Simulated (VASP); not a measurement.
Input of a VASP 6.6.1 run:

Contents of INCAR:

```
PREC = Accurate
ENCUT = 520
EDIFF = 1E-7
ISMEAR = 0
SIGMA = 0.1
LREAL = F
LASPH = T
NELM = 60
ALGO = Normal
ISIF = 2
LWAVE = F
LCHARG = T
GGA = PE
LELF = T
LVHAR = T
NBANDS = 24
```

File KPOINTS:

```
regular mesh
0
Gamma
  4 4 4
```

POSCAR

```
ZrC
1.0
    3.3317515216      0.0000000000      0.0000000000
    0.0000000000      3.3312840746      0.0000000000
    0.0000000000      0.0000000000      4.6902474489
Zr C
2 2
Direct
    0.0000000000      0.0000000000      0.2499819263
    0.5000000000      0.5000000000      0.7500180737
    0.0000000000      0.0000000000      0.7499966305
    0.5000000000      0.5000000000      0.2500033695
```

Potentials or basis: VASP PAW PBE potentials, release 64 (Zr_sv, C).

Launch:

```console
$ cat potpaw_PBE.64/Zr_sv/POTCAR potpaw_PBE.64/C/POTCAR > POTCAR
$ mpirun -np 1 vasp_std > vasp.out
```

Estimate the band gap on the k mesh.

zero (bands 16 and 17 overlap by 1.31 eV).

Estimate the pressure.

0.4 GPa.

Stress tensor (GPa, compression positive):
```
0.34 0.00 0.00
0.00 0.37 0.00
0.00 0.00 0.59
```

Caveat: the k points lie up to 0.47 Å⁻¹ apart, too coarse for converged energies and pressures of a metal.
